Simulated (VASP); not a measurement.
Set up this calculation in VASP 6.6.1, as the native input.

* Task: single point
* Functional: PBE
* Potentials or basis: VASP PAW PBE potentials, release 64 (Si, Ge_d, F)
* Cutoff: 520 eV
* k mesh: 6 × 6 × 6
* Occupations: gaussian, width 0.1 eV
* Spin: no spin polarisation
* Dipole correction: no
* Further INCAR settings: ALGO = Normal; EDIFF = 1e-06; NBANDS = 34

The structure of Si2GeF4 lies in POSCAR:

```
Si2GeF4
1.0
   -2.2140517700      2.2140517700      4.7645121700
    2.2140517700     -2.2140517700      4.7645121700
    2.2140517700      2.2140517700     -4.7645121700
Si Ge F
2 1 4
Direct
    0.2500000000      0.7500000000      0.5000000000
    0.7500000000      0.2500000000      0.5000000000
    0.0000000000      0.0000000000      0.0000000000
    0.7632300300      0.7632300300      0.0000000000
    0.2367699700      0.2367699700      0.0000000000
    0.0000000000      0.5000000000      0.5000000000
    0.5000000000      0.0000000000      0.5000000000
```

The cell was generated, and may not be a known phase.

One way to write it, as run:

INCAR

```
SYSTEM = Si2GeF4
PREC     = Accurate       ! precision mode
ENCUT    = 520            ! plane-wave cutoff, eV
EDIFF    = 1E-6           ! SCF threshold, eV
ISMEAR   = 0              ! smearing method
SIGMA    = 0.1            ! smearing width, eV
LREAL    = .False.        ! projectors in reciprocal space
LASPH    = .True.         ! aspherical terms in the spheres
NELM     = 60             ! most SCF steps
ALGO     = Normal         ! electronic algorithm
ISIF     = 2              ! what is computed and relaxed
LWAVE    = .False.        ! write WAVECAR
LCHARG   = .True.         ! write CHGCAR
GGA      = PE             ! functional
LELF     = .True.         ! ELF
LVHAR    = .True.       
NBANDS   = 34             ! bands
```

KPOINTS

```
regular mesh
0
Gamma
  6 6 6
  0 0 0
```

Potentials or basis: VASP PAW PBE potentials, release 64 (Si, Ge_d, F).

Launch:

```sh
$ cat potpaw_PBE.64/Si/POTCAR potpaw_PBE.64/Ge_d/POTCAR potpaw_PBE.64/F/POTCAR > POTCAR
$ mpirun -np 1 vasp_std > vasp.out
```

Results of the run:

```
Pressure               : 22.5 GPa
Largest force          : 1.236 eV/Å
Band gap on the k mesh : zero (bands 25 and 26 overlap by 2.58 eV)
```

Caveat: the stress differs along the axes, from 18 to 25 GPa; forces of over 1 eV/Å act on the atoms, so gaps and moduli don't describe the material at rest.

It took 98 s on 1 thread of Intel(R) Xeon(R) Platinum 8488C (Sapphire Rapids) (shared host), peak memory 0.29 GiB.
